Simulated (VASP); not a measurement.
# Si3Ge (P6/mmm) in VASP: single point with PBE

Aim: the single point of Si3Ge with PBE.

All numbers are computed with VASP 6.6.1; they aren't measurements. Logs are shortened: lines on timing, memory, paths and dates and some standing lists are left out, and cuts for length are marked.

### 1 The cell of the first run

Symmetry: P6/mmm, No. 191, hexagonal system. The conventional cell has a = 2.710 Å, b = 2.710 Å, c = 10.151 Å, α = 90.00°, β = 90.00°, γ = 120.00°. Si (site symmetry 6/mmm) has 8 Si at 2.48 to 2.71 Å within 3.3 Å. Si (site symmetry 6mm) has 7 Si at 2.48 to 2.71 Å and 1 Ge at 2.60 Å within 3.3 Å. Ge (site symmetry 6/mmm) has 2 Si at 2.60 Å and 6 Ge at 2.71 Å within 3.4 Å.

### 2 Single point, PBE

INCAR reads:

```
SYSTEM = Si3Ge
  PREC = Accurate
  ENCUT = 500
  EDIFF = 1E-6
  ISMEAR = 1
  SIGMA = 0.1
  LREAL = .False.
  LASPH = .True.
  NELM = 120
  ALGO = Normal
  ISIF = 2
  LWAVE = .False.
  LCHARG = .True.
  GGA = PE
  LELF = .True.
  LVHAR = .True.
  NBANDS = 21
  GGA_COMPAT = .False.
```

KPOINTS reads:

```
Automatic mesh
0
Gamma
  18 18 6
  0 0 0
```

POSCAR reads:

```
Si3Ge
1.0
    2.7103620577      0.0000000000      0.0000000000
   -1.3551810288      2.3472423954      0.0000000000
    0.0000000000      0.0000000000     10.1507152904
Si Ge
3 1
Direct
    0.0000000000      0.0000000000      0.0000000000
    0.0000000000      0.0000000000      0.2443051364
    0.0000000000      0.0000000000      0.7556948636
    0.0000000000      0.0000000000      0.5000000000
```

Potentials or basis: VASP PAW PBE potentials, release 64 (Si, Ge_d).

Started as:

```bash
cat potpaw_PBE.64/Si/POTCAR potpaw_PBE.64/Ge_d/POTCAR > POTCAR
mpirun -np 1 vasp_std > vasp.out
```

OUTCAR:

```text
SYSTEM = Si3Ge
   PREC = Accurate
   ENCUT = 500
   EDIFF = 1E-6
   ISMEAR = 1
   LREAL = .False.
   LASPH = .True.
   NELM = 120
   ISIF = 2
   GGA = PE

 ion  position               nearest neighbor table
   1  0.000  0.000  0.000-   2 2.48   3 2.48
   2  0.000  0.000  0.244-   1 2.48   4 2.60
   3  0.000  0.000  0.756-   1 2.48   4 2.60
   4  0.000  0.000  0.500-   2 2.60   3 2.60

  LATTYP: Found a hexagonal cell.
 ALAT       =     2.7103620577
 C/A-ratio  =     3.7451510441

  Lattice vectors:

 A1 = (   2.7103620577,   0.0000000000,   0.0000000000)
 A2 = (  -1.3551810288,   2.3472423954,   0.0000000000)
 A3 = (   0.0000000000,   0.0000000000,  10.1507152904)

Analysis of symmetry for initial positions (statically):
=====================================================================
 Subroutine PRICEL returns:
 Original cell was already a primitive cell.

 Routine SETGRP: Setting up the symmetry group for a
 hexagonal supercell.

 Subroutine GETGRP returns: Found 24 space group operations
 (whereof 24 operations were pure point group operations)
 out of a pool of 24 trial point group operations.

The static configuration has the point symmetry D_6h.

Analysis of symmetry for dynamics (positions and initial velocities):
=====================================================================
 Subroutine PRICEL returns:
 Original cell was already a primitive cell.

 Routine SETGRP: Setting up the symmetry group for a
 hexagonal supercell.

 Subroutine GETGRP returns: Found 24 space group operations
 (whereof 24 operations were pure point group operations)
 out of a pool of 24 trial point group operations.

The dynamic configuration has the point symmetry D_6h.

 Subroutine INISYM returns: Found 24 space group operations
 (whereof 24 operations are pure point group operations),
 and found     1 'primitive' translations

----------------------------------------------------------------------------------------

                                     Primitive cell

  volume of cell :      64.5776

  direct lattice vectors                    reciprocal lattice vectors
     2.710362058  0.000000000  0.000000000     0.368954397  0.213015921  0.000000000
    -1.355181029  2.347242395  0.000000000     0.000000000  0.426031841  0.000000000
     0.000000000  0.000000000 10.150715290     0.000000000  0.000000000  0.098515225

  length of vectors
     2.710362058  2.710362058 10.150715290     0.426031841  0.426031841  0.098515225

  position of ions in fractional coordinates (direct lattice)
     0.000000000  0.000000000  0.000000000
     0.000000000  0.000000000  0.244305136
[... 79 lines left out ...]
   ENCUT  =  500.0 eV  36.75 Ry    6.06 a.u.   4.94  4.94 18.51*2*pi/ulx,y,z
   NELM   =    120;   NELMIN=  2; NELMDL= -5     # of ELM steps
   EDIFF  = 0.1E-05   stopping-criterion for ELM
   LREAL  =      F    real-space projection
   EDIFFG = 0.1E-04   stopping-criterion for IOM
   NSW    =      0    number of steps for IOM
   IBRION =     -1    ionic relax: 0-MD 1-quasi-New 2-CG
   NFREE  =      0    steps in history (QN), initial steepest desc. (CG)
   ISIF   =      2    stress and relaxation
   ISYM   =      2    0-nonsym 1-usesym 2-fastsym
   POTIM  = 0.5000    time-step for ionic-motion
   TEBEG  =    0.0;   TEEND  =   0.0 temperature during run
   PSTRESS=    0.0 pullay stress
   NELECT =      26.0000    total number of electrons
   NUPDOWN=      -1.0000    fix difference up-down
   EMIN   =  10.00;   EMAX   =-10.00  energy-range for DOS
   EFERMI =   0.00;   METHOD = LEGACY
   ISMEAR =     1;   SIGMA  =   0.10  broadening in eV -4-tet -1-fermi 0-gaus
   EFERMI_NEDOS =   21; number of points for ismear=-14 and -15
   IALGO  =     38    algorithm
   IMIX   =      4    mixing-type and parameters
     AMIX     =   0.40;   BMIX     =  1.00
     AMIX_MAG =   1.60;   BMIX_MAG =  1.00
  volume/ion in A,a.u.               =      16.14       108.95
  Fermi-wavevector in a.u.,A,eV,Ry     =   1.208849  2.284393 19.882403  1.461315
  Thomas-Fermi vector in A             =   2.344444
   LORBIT       =      0    0 simple, 1 ext, 2 COOP (PROOUT), +10 PAW based schemes
   GGA     = PE    functional components
   LHFCALC =     F    Hartree Fock is set to
   AEXX    =    0.0000 exact exchange contribution
   IVDW    =     0    specifies the selected vdW correction
   LEPSILON=     F    determine dielectric tensor
   LRPA    =     F    only Hartree local field effects (RPA)
 non-spin polarized calculation
 Methfessel and Paxton  Order N= 1 SIGMA  =   0.10
  energy-cutoff  :      500.00
  volume of cell :       64.58
 maximum number of plane-waves:      1674
 NGX is ok and might be reduce to    20
   NGX =  9   NGY =  9   NGZ = 37

 number of electron      25.9999989 magnetization

 Free energy of the ion-electron system (eV)
  ---------------------------------------------------
  ext. energy  EPLUGINS =         0.00000000
  ---------------------------------------------------
  free energy    TOTEN  =       -19.44665955 eV

  energy without entropy =      -19.44639815  energy(sigma->0) =      -19.44657242

 E-fermi :   8.5054     XC(G=0): -11.0214

 val. band max:        8.4937058519   @ k =   0.3333   0.2222   0.0000
 cond. band min:       8.5268967183   @ k =   0.3889   0.1667   0.0000
 fundamental gap:      0.0331908665
 Fermi energy:         8.5053619111

 k-point     1 :       0.0000    0.0000    0.0000
  band No.  band energies     occupation
      1     -16.2777      2.00000
      2     -16.2777      2.00000
      3     -16.2582      2.00000
      4     -16.0999      2.00000
      5     -16.0999      2.00000
      6      -5.2279      2.00000
[... 565 lines left out ...]
     20      13.2511      0.00000
     21      14.3420      0.00000

 [... further k-points ...]
[... 5 lines left out ...]
  --------------------------------------------------------------------------------------
  -------------------------------------------------------------------------------------
  Total       -0.0353533     -0.0353533      0.0127569     -0.0000000      0.0000000     -0.0000000
  in kB       -0.8771199     -0.8771199      0.3165003     -0.0000000      0.0000000     -0.0000000
  external PRESSURE =      -0.4792465 kB  Pullay stress =       0.0000000 kB

 VOLUME and BASIS-vectors are now :
 -----------------------------------------------------------------------------
  energy-cutoff  :      500.00
  volume of cell :       64.58
      direct lattice vectors                 reciprocal lattice vectors
     2.710362058  0.000000000  0.000000000     0.368954397  0.213015921  0.000000000
    -1.355181029  2.347242395  0.000000000     0.000000000  0.426031841  0.000000000
     0.000000000  0.000000000 10.150715290     0.000000000  0.000000000  0.098515225

 POSITION                                       TOTAL-FORCE (eV/Angst)
 -----------------------------------------------------------------------------------
      0.00000      0.00000      0.00000        -0.000000     -0.000000      0.000000
      0.00000      0.00000      2.47987        -0.000000      0.000000      0.002819
      0.00000      0.00000      7.67084         0.000000     -0.000000     -0.002819
      0.00000      0.00000      5.07536        -0.000000     -0.000000      0.000000
 -----------------------------------------------------------------------------------
    total drift:                               -0.000000      0.000000      0.000000

  FREE ENERGIE OF THE ION-ELECTRON SYSTEM (eV)
  ---------------------------------------------------
  free  energy   TOTEN  =       -19.4466595524 eV

  energy  without entropy=      -19.4463981531  energy(sigma->0) =      -19.44657242
```

OSZICAR:

```text
N       E                     dE             d eps       ncg     rms          rms(c)
DAV:   1     0.144501926024E+03    0.14450E+03   -0.11781E+04  7717   0.212E+03
DAV:   2     0.448896685201E+00   -0.14405E+03   -0.13697E+03  6740   0.537E+02
DAV:   3    -0.189219018609E+02   -0.19371E+02   -0.18961E+02  7738   0.989E+01
DAV:   4    -0.194903709184E+02   -0.56847E+00   -0.56762E+00  7703   0.173E+01
DAV:   5    -0.195020293279E+02   -0.11658E-01   -0.11657E-01  7870   0.288E+00    0.483E+00
DAV:   6    -0.194610730053E+02    0.40956E-01   -0.18957E-01  8867   0.353E+00    0.283E+00
DAV:   7    -0.194505398537E+02    0.10533E-01   -0.82024E-02  7899   0.145E+00    0.938E-01
DAV:   8    -0.194464298224E+02    0.41100E-02   -0.27189E-02  8201   0.103E+00    0.271E-01
DAV:   9    -0.194466464501E+02   -0.21663E-03   -0.27381E-03  7393   0.289E-01    0.236E-01
DAV:  10    -0.194466336828E+02    0.12767E-04   -0.87934E-05  8450   0.109E-01    0.129E-01
DAV:  11    -0.194466623547E+02   -0.28672E-04   -0.80688E-05  7285   0.844E-02    0.173E-02
DAV:  12    -0.194466603333E+02    0.20214E-05   -0.71733E-06  7569   0.292E-02    0.127E-02
DAV:  13    -0.194466595524E+02    0.78097E-06   -0.55791E-07  4238   0.837E-03
   1 F= -.19446660E+02 E0= -.19446572E+02  d E =-.261399E-03
```

stdout:

```text
POSCAR found type information on POSCAR SiGe
 POSCAR found :  2 types and       4 ions
 scaLAPACK will be used
 LDA part: xc-table for (Slater+PW92), standard interpolation
 POSCAR, INCAR and KPOINTS ok, starting setup
 FFT: planning ... GRIDC
 FFT: planning ... GRID_SOFT
 FFT: planning ... GRID
 WAVECAR not read
 entering main loop
```

It took 4.9 min on 1 thread of Intel Xeon 8259CL, shared host; peak memory 0.27 GiB.

What came out:

```
Free energy            : -19.4467 eV
Pressure               : 0.0 GPa
Band gap on the k mesh : zero (bands 13 and 14 overlap by 10.39 eV)
```

Forces in eV/Å, atoms in the order of the input:
```
Si   0.000  0.000  0.000
Si   0.000  0.000  0.003
Si   0.000  0.000 -0.003
Ge   0.000  0.000  0.000
```

Levels at points of the mesh, in eV from the Fermi level:
```tsv
k point	band 11	band 12	band 13	band 14	band 15	band 16
(0.00, 0.00, 0.00)	-1.01	-0.87	7.51	8.08	9.27	9.27
(0.50, 0.00, 0.00)	-5.03	-2.74	-2.44	-2.08	2.07	3.86
(0.00, 0.00, 0.50)	-4.46	2.96	3.57	9.40	9.40	9.83
(0.50, 0.00, 0.50)	-4.35	-3.86	-3.53	0.48	0.85	3.35
```

The gap in the log of VASP goes by the Fermi energy; the results here count the filled bands.